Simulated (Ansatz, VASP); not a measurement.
Two plane-wave programs on CrO2

```
Cr O
1.0
     4.42100    0.00000    0.00000
     0.00000    4.42100    0.00000
     0.00000    0.00000    2.91700
Cr O
2 4
Direct
  0.00000 0.00000 0.00000
  0.50000 0.50000 0.50000
  0.30100 0.30100 0.00000
  0.19900 0.80100 0.50000
  0.69900 0.69900 0.00000
  0.80100 0.19900 0.50000
```

Alike in both runs: task single point; functional PBE; k mesh 6 × 6 × 9; collinear spin; Hubbard terms Cr d U = 1.5 eV.

|  | VASP | Ansatz |
| --- | --- | --- |
| version | VASP 6.6.1 | Ansatz 0.2.0 |
| potentials or method | VASP PAW PBE potentials, release 64 (Cr_pv, O), cutoff 520 eV | plane waves, PAW |
| occupations | methfessel-paxton of order 1, width 0.15 eV | cold, width 0.15 eV |
| valence electrons in the cell | 48 | 52 |

Ansatz gave:

```
gap on the k mesh at the Fermi level (eV)                     : none
net moment per atom (μB)                                      : 0.67
size of the moment on the site where the two differ most (μB) : 1.83
```

**Question.** Estimate VASP's values.

**Answer.** gap on the k mesh at the Fermi level (eV): none; net moment per atom (μB): 0.67; size of the moment on the site where the two differ most (μB): 2.22.

Site moments also hang on the region over which each program counts them. The programs project onto different local orbitals, so the same U acts differently, and such runs can settle in different states. A gap of «none» marks a metal or a gap that the smearing closes. VASP's potentials hold 48 valence electrons a cell and Ansatz's 52, so a difference there can come from the potentials and not from the codes. Ansatz's warnings: filled band counts differ across k points, stability check not made.
